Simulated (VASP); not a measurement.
Set up this calculation in VASP 6.6.1, as the native input.

| Quantity | Value |
| --- | --- |
| Task | single point |
| Functional | r2SCAN |
| Potentials or basis | VASP PAW PBE potentials, release 64 (B, P) |
| Cutoff | 520 eV |
| k mesh | 10 × 10 × 10 |
| Occupations | gaussian, width 0.05 eV |
| Spin | no spin polarisation |
| Dipole correction | no |
| Further INCAR settings | ALGO = Normal; EDIFF = 1e-06; NBANDS = 11 |

The system is BP.

```xyz
2
Lattice="0.0000 2.3598 2.1782 2.3598 0.0000 2.1782 2.3598 2.3598 0.0000" Properties=species:S:1:pos:R:3 pbc="T T T"
B     0.0000    0.0000    0.0000
P     3.5396    3.5396    3.2674
```

This cell differs from its parent crystal: strain +0.040 along x and y, -0.040 along z.

These files were run (other wordings do the same):

POSCAR

```
BP
1.0
    0.0000000000      2.3597600000      2.1782400000
    2.3597600000      0.0000000000      2.1782400000
    2.3597600000      2.3597600000      0.0000000000
B P
1 1
Direct
    0.0000000000      0.0000000000      0.0000000000
    0.7500000000      0.7500000000      0.7500000000
```

INCAR.step1

```
  PREC = Accurate
  ENCUT = 520
  ISMEAR = 0
  SIGMA = 0.05
  LREAL = False
  LASPH = True
  NELM = 60
  NBANDS = 11
  GGA = PE
  ALGO = Normal
  EDIFF = 1E-4
  LWAVE = True
  LCHARG = False
```

INCAR.step2

```
  PREC = Accurate
  ENCUT = 520
  EDIFF = 1E-6
  ISMEAR = 0
  SIGMA = 0.05
  LREAL = False
  LASPH = True
  NELM = 60
  ALGO = Normal
  ISIF = 2
  LWAVE = False
  LCHARG = False
  METAGGA = R2SCAN
  LMIXTAU = True
  NBANDS = 11
  ISTART = 1
```

KPOINTS

```
regular mesh
0
Gamma
  10 10 10
```

Potentials or basis: VASP PAW PBE potentials, release 64 (B, P).

Command:

```sh
$ cat potpaw_PBE.64/B/POTCAR potpaw_PBE.64/P/POTCAR > POTCAR
$ cp INCAR.step1 INCAR
$ mpirun -np 1 vasp_std > vasp.out
$ cp INCAR.step2 INCAR
$ mpirun -np 1 vasp_std > vasp.out
```

It gave:

```json
{"Pressure": "-6.6 GPa", "Band gap on the k mesh": "0.28 eV, indirect (least direct gap 2.78 eV)"}
```

Caveat: the cell differs from its parent crystal (strain +0.040 along x and y, -0.040 along z); the PAW data sets were made with another functional, which shifts forces and pressure a little.

It took 32 s on 1 thread of Intel(R) Xeon(R) 6975P-C (Granite Rapids) (shared host), peak memory 0.16 GiB.
